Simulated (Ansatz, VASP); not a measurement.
## SiC: VASP beside Ansatz

```
Si C
1.0
     3.02949    0.00000    0.00000
    -1.51474    2.62361    0.00000
     0.00000    0.00000    5.10499
Si C
2 2
Direct
  0.33333 0.66667 0.00460
  0.66667 0.33333 0.50460
  0.33333 0.66667 0.39535
  0.66667 0.33333 0.89535
```

Alike in both runs: task single point; functional LDA; k mesh 12 × 12 × 6; occupations gaussian, width 0.05 eV; no spin polarisation.

|  | VASP | Ansatz |
| --- | --- | --- |
| version | VASP 6.6.1 | Ansatz 0.2.0 |
| potentials or method | VASP PAW LDA potentials, release 64 (Si, C), cutoff 520 eV | scalar-relativistic, plane waves, PAW |
| valence electrons in the cell | 16 | 16 |

Ansatz gave:

```
gap on the k mesh at the Fermi level (eV)                     : 2.22
least direct gap on the mesh (eV)                             : 4.36
pressure (GPa)                                                : 1.9
traceless stress, the component that is largest in VASP (GPa) : -13.88
rms of the force components (eV/Å)                            : 0.752
```

Question: Estimate VASP's values.

Answer: gap on the k mesh at the Fermi level (eV): 2.20; least direct gap on the mesh (eV): 4.34; pressure (GPa): 2.3; traceless stress, the component that is largest in VASP (GPa): -13.96; rms of the force components (eV/Å): 0.754.

Ansatz warns that its potentials were made for another functional, while VASP's fit it. LDA's correlation is that of Perdew and Zunger in VASP and of Perdew and Wang (1992) in Ansatz. Atom by atom the forces differ by 0.002 eV/Å (rms over components).
